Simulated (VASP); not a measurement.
# InGa2As3 (P3m1) in VASP: relaxation of cell and atoms with r2SCAN

Aim: the relaxation of cell and atoms of InGa2As3 with r2SCAN.

Everything below comes from runs of VASP 6.6.1. Logs are shortened: lines on timing, memory, paths and dates and some standing lists are left out, and cuts for length are marked.

## Step 1: The cell of the first run

Symmetry: P3m1, No. 156, trigonal system. Conventional cell: a = 4.170 Å, b = 4.170 Å, c = 10.238 Å, α = 90.00°, β = 90.00°, γ = 120.00°. Ga (site symmetry 3m) has 4 As at 2.48 to 2.53 Å within 3.3 Å. Within 3.3 Å of Ga (site symmetry 3m) lie 4 As at 2.49 to 2.53 Å. Within 3.4 Å of In (site symmetry 3m) lie 4 As at 2.61 to 2.67 Å. As (site symmetry 3m) has 4 Ga at 2.49 to 2.53 Å within 3.3 Å. Within 3.3 Å of As (site symmetry 3m) lie 3 Ga at 2.53 Å and 1 In at 2.67 Å. Within 3.3 Å of As (site symmetry 3m) lie 1 Ga at 2.48 Å and 3 In at 2.61 Å.

## Step 2: Relaxation of cell and atoms, r2SCAN

File POSCAR:

```
InGa2As3
1.0
    4.1696675922      0.0000000000      0.0000000000
   -2.0848337961      3.6110380601      0.0000000000
    0.0000000000      0.0000000000     10.2382683084
Ga In As
2 1 3
Direct
    0.0000000000      0.0000000000     -0.0064675914
    0.6666666667      0.3333333333      0.6731368028
    0.3333333333      0.6666666667      0.3351147105
    0.6666666667      0.3333333333      0.9165176748
    0.3333333333      0.6666666667      0.5958530906
    0.0000000000      0.0000000000      0.2358453128
```

File INCAR.step1:

```
SYSTEM = InGa2As3
ALGO = Normal
EDIFF = 1E-4
ENCUT = 600
GGA = PE
ISMEAR = -1
LASPH = .True.
LCHARG = .False.
LREAL = .False.
LWAVE = .True.
NELM = 60
PREC = Accurate
SIGMA = 0.02
```

File INCAR.step2:

```
SYSTEM = InGa2As3
ALGO = Normal
EDIFF = 1E-6
EDIFFG = -0.005
ENCUT = 600
IBRION = 2
ISIF = 3
ISMEAR = -1
ISTART = 1
LASPH = .True.
LCHARG = .False.
LMIXTAU = .True.
LREAL = .False.
LWAVE = .False.
METAGGA = R2SCAN
NELM = 60
NSW = 80
PREC = Accurate
SIGMA = 0.02
```

File KPOINTS:

```
k-points
0
Gamma
  6 6 2
  0 0 0
```

Potentials or basis: VASP PAW PBE potentials, release 64 (Ga_d, In_d, As).

Launch:

```sh
$ cat potpaw_PBE.64/Ga_d/POTCAR potpaw_PBE.64/In_d/POTCAR potpaw_PBE.64/As/POTCAR > POTCAR
$ cp INCAR.step1 INCAR
$ mpirun -np 1 vasp_std > vasp.out
$ cp INCAR.step2 INCAR
$ mpirun -np 1 vasp_std > vasp.out
```

OUTCAR:

```text
SYSTEM = InGa2As3
   EDIFF = 1E-6
   EDIFFG = -0.005
   ENCUT = 600
   IBRION = 2
   ISIF = 3
   ISMEAR = -1
   ISTART = 1
   LASPH = .True.
   LREAL = .False.
   METAGGA = R2SCAN
   NELM = 60
   NSW = 80
   PREC = Accurate

 ion  position               nearest neighbor table
   1  0.000  0.000  0.994-   6 2.48   4 2.53   4 2.53   4 2.53
   2  0.667  0.333  0.673-   4 2.49   5 2.53   5 2.53   5 2.53
   3  0.333  0.667  0.335-   6 2.61   6 2.61   6 2.61   5 2.67
   4  0.667  0.333  0.917-   2 2.49   1 2.53   1 2.53   1 2.53
   5  0.333  0.667  0.596-   2 2.53   2 2.53   2 2.53   3 2.67
   6  0.000  0.000  0.236-   1 2.48   3 2.61   3 2.61   3 2.61

  LATTYP: Found a hexagonal cell.
 ALAT       =     4.1696675922
 C/A-ratio  =     2.4554159491

  Lattice vectors:

 A1 = (   4.1696675922,   0.0000000000,   0.0000000000)
 A2 = (  -2.0848337961,   3.6110380601,   0.0000000000)
 A3 = (   0.0000000000,   0.0000000000,  10.2382683084)

Analysis of symmetry for initial positions (statically):
=====================================================================
 Subroutine PRICEL returns:
 Original cell was already a primitive cell.

 Routine SETGRP: Setting up the symmetry group for a
 hexagonal supercell.

 Subroutine GETGRP returns: Found  6 space group operations
 (whereof  6 operations were pure point group operations)
 out of a pool of 24 trial point group operations.

The static configuration has the point symmetry C_3v.

Analysis of symmetry for dynamics (positions and initial velocities):
=====================================================================
 Subroutine PRICEL returns:
 Original cell was already a primitive cell.

 Routine SETGRP: Setting up the symmetry group for a
 hexagonal supercell.

 Subroutine GETGRP returns: Found  6 space group operations
 (whereof  6 operations were pure point group operations)
 out of a pool of 24 trial point group operations.

The dynamic configuration has the point symmetry C_3v.

 Subroutine INISYM returns: Found  6 space group operations
 (whereof  6 operations are pure point group operations),
 and found     1 'primitive' translations

----------------------------------------------------------------------------------------

                                     Primitive cell

  volume of cell :     154.1558

  direct lattice vectors                    reciprocal lattice vectors
     4.169667592  0.000000000  0.000000000     0.239827271  0.138464340  0.000000000
    -2.084833796  3.611038060  0.000000000     0.000000000  0.276928679  0.000000000
     0.000000000  0.000000000 10.238268308     0.000000000  0.000000000  0.097672767

  length of vectors
[... 101 lines left out ...]
  Fermi-wavevector in a.u.,A,eV,Ry     =   1.154036  2.180812 18.120232  1.331799
  Thomas-Fermi vector in A             =   2.290676
   LORBIT       =      0    0 simple, 1 ext, 2 COOP (PROOUT), +10 PAW based schemes
   METAGGA = R2SCAN    functional components
   LHFCALC =     F    Hartree Fock is set to
   AEXX    =    0.0000 exact exchange contribution
   IVDW    =     0    specifies the selected vdW correction
   LEPSILON=     F    determine dielectric tensor
   LRPA    =     F    only Hartree local field effects (RPA)
 conjugate gradient relaxation of ions
 non-spin polarized calculation
  energy-cutoff  :      600.00
  volume of cell :      154.16
 maximum number of plane-waves:      5168
 NGX is ok and might be reduce to    36
   NGX = 17   NGY = 17   NGZ = 41

--------------------------------------- Ionic step        1  -------------------------------------------

 number of electron      53.9999990 magnetization

 Free energy of the ion-electron system (eV)
  ---------------------------------------------------
  ext. energy  EPLUGINS =         0.00000000
  ---------------------------------------------------
  free energy    TOTEN  =       -91.91322180 eV

  energy without entropy =      -91.91222731  energy(sigma->0) =      -91.91272455

------------------------ aborting loop because EDIFF is reached ----------------------------------------

  FORCE on cell =-STRESS in cart. coord.  units (eV):
  Direction    XX          YY          ZZ          XY          YZ          ZX
  --------------------------------------------------------------------------------------
  -------------------------------------------------------------------------------------
  Total       -2.3187070     -2.3187070     -2.4145849      0.0000000      0.0000000     -0.0000000
  in kB      -24.0988569    -24.0988569    -25.0953382      0.0000000      0.0000000     -0.0000000
  external PRESSURE =     -24.4310173 kB  Pullay stress =       0.0000000 kB
[... 27 lines left out ...]
--------------------------------------- Ionic step        2  -------------------------------------------

 number of electron      54.0000009 magnetization

 E-fermi :   4.2447     XC(G=0): -10.0377

 val. band max:        4.0460871513   @ k =   0.0000   0.0000   0.0000
 cond. band min:       4.4293819184   @ k =   0.0000   0.0000   0.0000
 fundamental gap:      0.3832947670
 Fermi energy:         4.2446670138

 k-point     1 :       0.0000    0.0000    0.0000
  band No.  band energies     occupation
      1     -11.4478      2.00000
      2     -11.4051      2.00000
      3     -11.3728      2.00000
      4     -11.3728      2.00000
      5     -11.3538      2.00000
      6     -11.3537      2.00000
[... 552 lines left out ...]
  FREE ENERGIE OF THE ION-ELECTRON SYSTEM (eV)
  ---------------------------------------------------
  free  energy   TOTEN  =       -91.9649286978 eV

  energy  without entropy=      -91.9649167936  energy(sigma->0) =      -91.96492275

[... ionic steps 4 to 9 ...]

--------------------------------------- Ionic step       10  -------------------------------------------

 number of electron      53.9999997 magnetization

------------------------ aborting loop because EDIFF is reached ----------------------------------------
[... 75 lines left out ...]
--------------------------------------- Ionic step       12  -------------------------------------------

 number of electron      53.9999996 magnetization

 Free energy of the ion-electron system (eV)
  ---------------------------------------------------
  ext. energy  EPLUGINS =         0.00000000
  ---------------------------------------------------
  free energy    TOTEN  =       -91.96507259 eV

  energy without entropy =      -91.96506065  energy(sigma->0) =      -91.96506662

 E-fermi :   4.0443     XC(G=0):  -9.9640

 val. band max:        3.8982578727   @ k =   0.0000   0.0000   0.0000
 cond. band min:       4.1763651545   @ k =   0.0000   0.0000   0.0000
 fundamental gap:      0.2781072818
 Fermi energy:         4.0442508570

 k-point     1 :       0.0000    0.0000    0.0000
  band No.  band energies     occupation
      1     -11.5651      2.00000
      2     -11.5251      2.00000
      3     -11.4914      2.00000
      4     -11.4914      2.00000
      5     -11.4808      2.00000
      6     -11.4807      2.00000
[... 512 lines left out ...]
  FREE ENERGIE OF THE ION-ELECTRON SYSTEM (eV)
  ---------------------------------------------------
  free  energy   TOTEN  =       -91.9650725858 eV

  energy  without entropy=      -91.9650606481  energy(sigma->0) =      -91.96506662

 reached required accuracy - stopping structural energy minimisation
```

OSZICAR.step1:

```text
N       E                     dE             d eps       ncg     rms          rms(c)
DAV:   1     0.452046115054E+03    0.45205E+03   -0.27553E+04   912   0.236E+03
DAV:   2     0.388975258931E+02   -0.41315E+03   -0.40580E+03   912   0.559E+02
DAV:   3    -0.218878557569E+02   -0.60785E+02   -0.59655E+02  1080   0.178E+02
DAV:   4    -0.245875588088E+02   -0.26997E+01   -0.26902E+01  1112   0.382E+01
DAV:   5    -0.246559530562E+02   -0.68394E-01   -0.68331E-01  1184   0.631E+00    0.621E+00
DAV:   6    -0.241282429542E+02    0.52771E+00   -0.11755E+00  1208   0.125E+01    0.329E+00
DAV:   7    -0.240837186283E+02    0.44524E-01   -0.57511E-01  1136   0.386E+00    0.961E-01
DAV:   8    -0.240843215099E+02   -0.60288E-03   -0.91687E-02  1176   0.335E+00    0.421E-01
DAV:   9    -0.240846420042E+02   -0.32049E-03   -0.94195E-03  1144   0.143E+00    0.192E-01
DAV:  10    -0.240853929982E+02   -0.75099E-03   -0.20111E-03  1392   0.444E-01    0.883E-02
DAV:  11    -0.240855823406E+02   -0.18934E-03   -0.37101E-04   848   0.371E-01    0.251E-02
DAV:  12    -0.240855811136E+02    0.12270E-05   -0.57456E-05   736   0.109E-01
   1 F= -.24085581E+02 E0= -.24085194E+02  d E =-.773699E-03
```

Run time: 19 min. Hardware: 1 thread of Intel Xeon 6975P-C (Granite Rapids), shared host; peak memory 0.44 GiB.

What came out:

| Property | Result |
| --- | --- |
| Free energy | -91.9651 eV |
| Relaxed volume | 24.64 Å³/atom |
| Relaxed cell | a = 4.113 Å, b = 4.113 Å, c = 10.095 Å, α = 90.00°, β = 90.00°, γ = 120.00° |
| Space group after relaxing (to 0.1 Å) | P3m1 (No. 156) |
| Energy gained by relaxing | 8.6 meV/atom |
| Ionic steps | 12 |
| Pressure after relaxing | 0.0 GPa |
| Largest force after relaxing | 0.005 eV/Å |
| Band gap on the k mesh | 0.28 eV |

Forces in eV/Å, atoms in the order of the input:
```
Ga   0.000  0.000 -0.005
Ga   0.000  0.000  0.005
In   0.000  0.000 -0.001
As   0.000  0.000  0.000
As   0.000  0.000 -0.001
As   0.000  0.000  0.001
```

Step by step:
```tsv
step	energy change (eV)	largest force (eV/Å)	pressure (GPa)	volume (Å³)
1	0.0000	0.0784	-2.44	154.16
2	-0.0443	0.0627	1.50	145.58
3	-0.0517	0.0359	0.00	147.91
4	-0.0517	0.0369	0.04	147.79
5	-0.0518	0.0174	-0.03	147.92
6	-0.0518	0.0151	-0.03	147.94
7	-0.0518	0.0090	0.00	147.87
8	-0.0518	0.0106	-0.01	147.87
9	-0.0518	0.0099	-0.01	147.86
10	-0.0518	0.0081	0.02	147.85
11	-0.0518	0.0143	0.01	147.86
12	-0.0519	0.0046	0.00	147.87
```

Final structure:
```cif
data_structure
_symmetry_space_group_name_H-M 'P 1'
_symmetry_Int_Tables_number 1
_cell_length_a 4.1127
_cell_length_b 4.1127
_cell_length_c 10.0946
_cell_angle_alpha 90.000
_cell_angle_beta 90.000
_cell_angle_gamma 120.000
_cell_volume 147.87
loop_
_atom_site_label
_atom_site_type_symbol
_atom_site_fract_x
_atom_site_fract_y
_atom_site_fract_z
_atom_site_occupancy
Ga1 Ga 0.00000 0.00000 0.99361 1
Ga2 Ga 0.66667 0.33333 0.67340 1
In1 In 0.33333 0.66667 0.33476 1
As1 As 0.66667 0.33333 0.91668 1
As2 As 0.33333 0.66667 0.59601 1
As3 As 0.00000 0.00000 0.23554 1
```

Caveat: the PAW data sets were made with another functional, which shifts forces and pressure a little; spin-orbit coupling is left out, which moves the levels of the heavy elements.
